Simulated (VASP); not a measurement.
# ZnO (P6_3mc) in VASP: electric field gradients with LDA

Aim: the electric field gradients of ZnO with LDA.

Everything below comes from runs of VASP 6.6.1. Logs are shortened: lines on timing, memory, paths and dates and some standing lists are left out, and cuts for length are marked.

## (1) The cell of the first run

It takes space group P6_3mc (No. 186, hexagonal). The conventional cell has a = 3.249 Å, b = 3.249 Å, c = 5.048 Å, α = 90.00°, β = 90.00°, γ = 120.00°. Within 2.6 Å of Zn (site symmetry 3m) lie 4 O at 1.93 to 1.97 Å. Within 2.6 Å of O (site symmetry 3m) lie 4 Zn at 1.93 to 1.97 Å.

## (2) Electric field gradients, LDA (zz strain of -3 %)

The input, INCAR:

```
  PREC = Accurate
  ENCUT = 1000
  EDIFF = 1E-8
  ISMEAR = -1
  SIGMA = 0.02
  LREAL = F
  LASPH = T
  NELM = 120
  ALGO = Normal
  ISIF = 2
  LWAVE = F
  LCHARG = F
  LEFG = T
  NBANDS = 26
  GGA_COMPAT = F
```

The input, KPOINTS:

```
regular mesh
0
Gamma
  11 11 6
```

The input, POSCAR:

```
ZnO
1.0
    3.2493987239      0.0000000000      0.0000000000
   -1.6246993619      2.8140618419      0.0000000000
    0.0000000000      0.0000000000      5.0476860000
Zn O
2 2
Direct
    0.3333333333      0.6666666667      0.0000000000
    0.6666666667      0.3333333333      0.5000000000
    0.3333333333      0.6666666667      0.3821000000
    0.6666666667      0.3333333333      0.8821000000
```

Potentials or basis: VASP PAW LDA potentials, release 64 (Zn, O_h).

The run is started by

```
cat potpaw_LDA.64/Zn/POTCAR potpaw_LDA.64/O_h/POTCAR > POTCAR
mpirun -np 1 vasp_std > vasp.out
```

OUTCAR:

```text
PREC = Accurate
   ENCUT = 1000
   EDIFF = 1E-8
   ISMEAR = -1
   LREAL = F
   LASPH = T
   NELM = 120
   ISIF = 2

 ion  position               nearest neighbor table
   1  0.333  0.667  0.000-   3 1.93   4 1.97   4 1.97   4 1.97
   2  0.667  0.333  0.500-   4 1.93   3 1.97   3 1.97   3 1.97
   3  0.333  0.667  0.382-   1 1.93   2 1.97   2 1.97   2 1.97
   4  0.667  0.333  0.882-   2 1.93   1 1.97   1 1.97   1 1.97

  LATTYP: Found a hexagonal cell.
 ALAT       =     3.2493987239
 C/A-ratio  =     1.5534215493

  Lattice vectors:

 A1 = (   3.2493987239,   0.0000000000,   0.0000000000)
 A2 = (  -1.6246993619,   2.8140618419,   0.0000000000)
 A3 = (   0.0000000000,   0.0000000000,   5.0476860000)

Analysis of symmetry for initial positions (statically):
=====================================================================
 Subroutine PRICEL returns:
 Original cell was already a primitive cell.

 Routine SETGRP: Setting up the symmetry group for a
 hexagonal supercell.

 Subroutine GETGRP returns: Found 12 space group operations
 (whereof  6 operations were pure point group operations)
 out of a pool of 24 trial point group operations.

The static configuration has the point symmetry C_3v.
 The point group associated with its full space group is C_6v.

Analysis of symmetry for dynamics (positions and initial velocities):
=====================================================================
 Subroutine PRICEL returns:
 Original cell was already a primitive cell.

 Routine SETGRP: Setting up the symmetry group for a
 hexagonal supercell.

 Subroutine GETGRP returns: Found 12 space group operations
 (whereof  6 operations were pure point group operations)
 out of a pool of 24 trial point group operations.

The dynamic configuration has the point symmetry C_3v.
 The point group associated with its full space group is C_6v.

 Subroutine INISYM returns: Found 12 space group operations
 (whereof  6 operations are pure point group operations),
 and found     1 'primitive' translations

----------------------------------------------------------------------------------------

                                     Primitive cell

  volume of cell :      46.1561

  direct lattice vectors                    reciprocal lattice vectors
     3.249398724  0.000000000  0.000000000     0.307749244  0.177679109  0.000000000
    -1.624699362  2.814061842  0.000000000     0.000000000  0.355358217  0.000000000
     0.000000000  0.000000000  5.047686000     0.000000000  0.000000000  0.198110580

  length of vectors
     3.249398724  3.249398724  5.047686000     0.355358217  0.355358217  0.198110580

  position of ions in fractional coordinates (direct lattice)
     0.333333333  0.666666667  0.000000000
     0.666666667  0.333333333  0.500000000
     0.333333333  0.666666667  0.382100000
     0.666666667  0.333333333  0.882100000

  ion indices of the primitive-cell ions
   primitive index   ion index
                 1           1
                 2           2
                 3           3
                 4           4

----------------------------------------------------------------------------------------

 KPOINTS: regular mesh

Automatic generation of k-mesh.
 Grid dimensions read from file:
 generate k-points for:   11   11    6

 Generating k-lattice:

  Cartesian coordinates                     Fractional coordinates (reciprocal lattice)
     0.027977204  0.016152646  0.000000000     0.090909091  0.000000000  0.000000000
     0.000000000  0.032305292  0.000000000     0.000000000  0.090909091  0.000000000
     0.000000000  0.000000000  0.033018430     0.000000000  0.000000000  0.166666667

  Length of vectors
     0.032305292  0.032305292  0.033018430

  Shift w.r.t. Gamma in fractional coordinates (k-lattice)
     0.000000000  0.000000000  0.000000000

 Subroutine IBZKPT returns following result:
 ===========================================

 Found     64 irreducible k-points:

 Following reciprocal coordinates:
            Coordinates               Weight
  0.000000  0.000000  0.000000      1.000000
  0.090909 -0.000000  0.000000      6.000000
  0.181818 -0.000000  0.000000      6.000000
  0.272727  0.000000  0.000000      6.000000
  0.363636 -0.000000  0.000000      6.000000
  0.454545 -0.000000  0.000000      6.000000
[... 16 lines left out ...]
  0.090909  0.090909  0.166667     12.000000
  0.181818  0.090909  0.166667     24.000000
 [... further k-points ...]
   k-points           NKPTS =     64   k-points in BZ     NKDIM =     64   number of bands    NBANDS=     26
   number of dos      NEDOS =    301   number of ions     NIONS =      4
   total plane-waves  NPLWV =  69984
   dimension x,y,z NGX =    36 NGY =   36 NGZ =   54
   dimension x,y,z NGXF=    72 NGYF=   72 NGZF=  108
   ions per type =               2   2
   NGX,Y,Z   is equivalent  to a cutoff of  18.42, 18.42, 17.78 a.u.
   NGXF,Y,Z  is equivalent  to a cutoff of  36.84, 36.84, 35.57 a.u.
 SYSTEM =  unknown system
   PREC   = accura    normal or accurate (medium, high low for compatibility)
   ISTART =      0    job   : 0-new  1-cont  2-samecut
   ICHARG =      2    charge: 1-file 2-atom 10-const
   ISPIN  =      1    spin polarized calculation?
   LNONCOLLINEAR =      F non collinear calculations
   LSORBIT =      F    spin-orbit coupling
   LASPH  =      T    aspherical Exc in radial PAW
   ENCUT  = 1000.0 eV  73.50 Ry    8.57 a.u.   8.38  8.38 13.02*2*pi/ulx,y,z
   NELM   =    120;   NELMIN=  2; NELMDL= -5     # of ELM steps
   EDIFF  = 0.1E-07   stopping-criterion for ELM
   LREAL  =      F    real-space projection
   EDIFFG = 0.1E-06   stopping-criterion for IOM
   NSW    =      0    number of steps for IOM
   IBRION =     -1    ionic relax: 0-MD 1-quasi-New 2-CG
   NFREE  =      0    steps in history (QN), initial steepest desc. (CG)
   ISIF   =      2    stress and relaxation
   ISYM   =      2    0-nonsym 1-usesym 2-fastsym
   POTIM  = 0.5000    time-step for ionic-motion
   TEBEG  =    0.0;   TEEND  =   0.0 temperature during run
   PSTRESS=    0.0 pullay stress
   NELECT =      36.0000    total number of electrons
   NUPDOWN=      -1.0000    fix difference up-down
   EMIN   =  10.00;   EMAX   =-10.00  energy-range for DOS
   EFERMI =   0.00;   METHOD = LEGACY
   ISMEAR =    -1;   SIGMA  =   0.02  broadening in eV -4-tet -1-fermi 0-gaus
   EFERMI_NEDOS =   21; number of points for ismear=-14 and -15
   IALGO  =     38    algorithm
   IMIX   =      4    mixing-type and parameters
     AMIX     =   0.40;   BMIX     =  1.00
     AMIX_MAG =   1.60;   BMIX_MAG =  1.00
  volume/ion in A,a.u.               =      11.54        77.87
  Fermi-wavevector in a.u.,A,eV,Ry     =   1.506952  2.847726 30.897518  2.270904
  Thomas-Fermi vector in A             =   2.617602
   LORBIT       =      0    0 simple, 1 ext, 2 COOP (PROOUT), +10 PAW based schemes
   GGA     = CA    functional components
   LHFCALC =     F    Hartree Fock is set to
   AEXX    =    0.0000 exact exchange contribution
   IVDW    =     0    specifies the selected vdW correction
   LEPSILON=     F    determine dielectric tensor
   LRPA    =     F    only Hartree local field effects (RPA)
 non-spin polarized calculation
  energy-cutoff  :     1000.00
  volume of cell :       46.16
 maximum number of plane-waves:      3357
 NGX is ok and might be reduce to    36
   NGX = 17   NGY = 17   NGZ = 27

 number of electron      36.0000003 magnetization

 Free energy of the ion-electron system (eV)
  ---------------------------------------------------
  ext. energy  EPLUGINS =         0.00000000
  ---------------------------------------------------
  free energy    TOTEN  =       -21.14713533 eV

  energy without entropy =      -21.14713533  energy(sigma->0) =      -21.14713533

 E-fermi :   1.8875     XC(G=0): -11.6302

 val. band max:        1.4732013872   @ k =   0.0000   0.0000   0.0000
 cond. band min:       2.3027631987   @ k =   0.0000   0.0000   0.0000
 fundamental gap:      0.8295618114
 Fermi energy:         1.8874863510

 k-point     1 :       0.0000    0.0000    0.0000
  band No.  band energies     occupation
      1     -16.5558      2.00000
      2     -15.6771      2.00000
      3      -4.4148      2.00000
      4      -4.4148      2.00000
      5      -4.3519      2.00000
      6      -4.3392      2.00000
[... 18 lines left out ...]
     25      15.4135      0.00000
     26      16.2289      0.00000

 k-point     2 :       0.0909   -0.0000    0.0000
  band No.  band energies     occupation
      1     -16.5063      2.00000
      2     -15.6578      2.00000
      3      -4.4766      2.00000
      4      -4.3874      2.00000
      5      -4.3069      2.00000
      6      -4.2977      2.00000
[... 18 lines left out ...]
     25      15.5400      0.00000
     26      16.3028      0.00000

 k-point     3 :       0.1818   -0.0000    0.0000
  band No.  band energies     occupation
      1     -16.3685      2.00000
      2     -15.6088      2.00000
      3      -4.6053      2.00000
      4      -4.3171      2.00000
      5      -4.2931      2.00000
      6      -4.2199      2.00000
[... 18 lines left out ...]
     25      15.5763      0.00000
     26      15.6823      0.00000

 k-point     4 :       0.2727    0.0000    0.0000
  band No.  band energies     occupation
      1     -16.1730      2.00000
      2     -15.5531      2.00000
      3      -4.7209      2.00000
      4      -4.3368      2.00000
      5      -4.2367      2.00000
      6      -4.1050      2.00000
[... 18 lines left out ...]
     25      14.6995      0.00000
     26      15.5326      0.00000
[... 496 lines left out ...]
      1     -15.7975      2.00000
      2     -15.5391      2.00000
      3      -4.7593      2.00000
      4      -4.5895      2.00000
      5      -4.1258      2.00000
      6      -3.8980      2.00000
[... 18 lines left out ...]
     25      14.7221      0.00000
     26      15.4880      0.00000

 k-point    23 :       0.0909    0.0909    0.1667
  band No.  band energies     occupation
      1     -16.3616      2.00000
      2     -15.6780      2.00000
      3      -4.5877      2.00000
      4      -4.4743      2.00000
      5      -4.3115      2.00000
      6      -4.2862      2.00000
[... 18 lines left out ...]
     25      14.7369      0.00000
     26      15.6903      0.00000

 k-point    24 :       0.1818    0.0909    0.1667
  band No.  band energies     occupation
      1     -16.2006      2.00000
      2     -15.6163      2.00000
      3      -4.6923      2.00000
      4      -4.4755      2.00000
      5      -4.2538      2.00000
      6      -4.1926      2.00000
[... 18 lines left out ...]
     25      14.4410      0.00000
     26      15.9820      0.00000

 [... further k-points ...]
[... 5 lines left out ...]
  --------------------------------------------------------------------------------------
  -------------------------------------------------------------------------------------
  Total       -1.1874055     -1.1874055      1.1452117     -0.0000000      0.0000000      0.0000000
  in kB      -41.2174080    -41.2174080     39.7527681     -0.0000000      0.0000000      0.0000000
  external PRESSURE =     -14.2273493 kB  Pullay stress =       0.0000000 kB

 VOLUME and BASIS-vectors are now :
 -----------------------------------------------------------------------------
  energy-cutoff  :     1000.00
  volume of cell :       46.16
      direct lattice vectors                 reciprocal lattice vectors
     3.249398724  0.000000000  0.000000000     0.307749244  0.177679109  0.000000000
    -1.624699362  2.814061842  0.000000000     0.000000000  0.355358217  0.000000000
     0.000000000  0.000000000  5.047686000     0.000000000  0.000000000  0.198110580

 POSITION                                       TOTAL-FORCE (eV/Angst)
 -----------------------------------------------------------------------------------
     -0.00000      1.87604      0.00000         0.000000     -0.000000     -0.269480
      1.62470      0.93802      2.52384        -0.000000      0.000000     -0.269480
     -0.00000      1.87604      1.92872        -0.000000      0.000000      0.269480
      1.62470      0.93802      4.45256         0.000000     -0.000000      0.269480
 -----------------------------------------------------------------------------------
    total drift:                               -0.000000      0.000000     -0.000784

  FREE ENERGIE OF THE ION-ELECTRON SYSTEM (eV)
  ---------------------------------------------------
  free  energy   TOTEN  =       -21.1471353289 eV

  energy  without entropy=      -21.1471353289  energy(sigma->0) =      -21.14713533

 Electric field gradients (V/A^2)
---------------------------------------------------------------------
 ion       V_xx      V_yy      V_zz      V_xy      V_xz      V_yz
---------------------------------------------------------------------
   1       3.773     3.774    -7.547     0.001     0.000    -0.000
   2       3.773     3.774    -7.547     0.001    -0.000     0.000
   3       3.592     3.591    -7.182    -0.001     0.000    -0.000
   4       3.592     3.591    -7.182    -0.001    -0.000     0.000
---------------------------------------------------------------------

 Electric field gradients after diagonalization (V/A^2)
 (convention: |V_zz| > |V_xx| > |V_yy|)
----------------------------------------------------------------------
 ion       V_xx      V_yy      V_zz     asymmetry (V_yy - V_xx)/ V_zz
----------------------------------------------------------------------
   1       3.775     3.773    -7.547       0.000
   2       3.775     3.773    -7.547       0.000
   3       3.592     3.590    -7.182       0.000
   4       3.592     3.590    -7.182       0.000
----------------------------------------------------------------------

           NMR quadrupolar parameters

 Cq : quadrupolar parameter    Cq=e*Q*V_zz/h
 eta: asymmetry parameters     (V_yy - V_xx)/ V_zz
 Q  : nuclear electric quadrupole moment in mb (millibarn)
----------------------------------------------------------------------
 ion       Cq(MHz)       eta       Q (mb)
----------------------------------------------------------------------
   1      -0.018       0.000       1.000
   2      -0.018       0.000       1.000
   3      -0.017       0.000       1.000
   4      -0.017       0.000       1.000
----------------------------------------------------------------------
```

It took 3 min on 1 thread of Intel Xeon Platinum 8375C at 2.90GHz (Ice Lake), shared host; peak memory 0.32 GiB.

Results:

| Item | Value |
| --- | --- |
| Free energy | -21.1471 eV |
| Pressure | -1.4 GPa |
| Largest force | 0.269 eV/Å |
| Band gap on the k mesh | 0.83 eV |
| Largest electric field gradient by atom | Zn -7.5; O -7.2 V/Å² |

Forces on the atoms (eV/Å):
```
Zn   0.000  0.000 -0.269
Zn   0.000  0.000 -0.269
O    0.000  0.000  0.269
O    0.000  0.000  0.269
```

Electric field gradients, principal values (V/Å²):
```tsv
atom	least	middle	greatest (by size)
1 Zn	3.773	3.775	-7.547
2 Zn	3.773	3.775	-7.547
3 O	3.590	3.592	-7.182
4 O	3.590	3.592	-7.182
```

Caveat: the cell differs from its parent crystal (zz strain of -3 %); the stress differs along the axes, from -4 to 4 GPa; without QUAD_EFG the Cq values of the log hold for a quadrupole moment of 1 mb, not for the nuclei.
